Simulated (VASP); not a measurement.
Runs of VASP 6.6.1 on KMgF3. The structure is that of space group Pm-3m (No. 221), or close to it. The cells are those of the table. 

```tsv
cell	gap on the mesh (eV)	pressure (GPa)
a = 3.885 Å, 5 atoms	(a)	10.8
a = 4.185 Å, 5 atoms	6.28	-5.5
a = 3.971 Å, 5 atoms	7.39	4.3
a = 4.134 Å, 5 atoms	(b)	-3.8
```

Alike in all rows: task single point; level PBE; potentials or basis VASP PAW PBE potentials, release 64 (K_sv, Mg, F); no spin polarisation; k mesh 6 × 6 × 6; cutoff (eV) 520; smearing gaussian 0.02 eV.

Task: Estimate the missing entries.

Result: (a) 7.91; (b) 6.53.

A k mesh can miss the band edges.
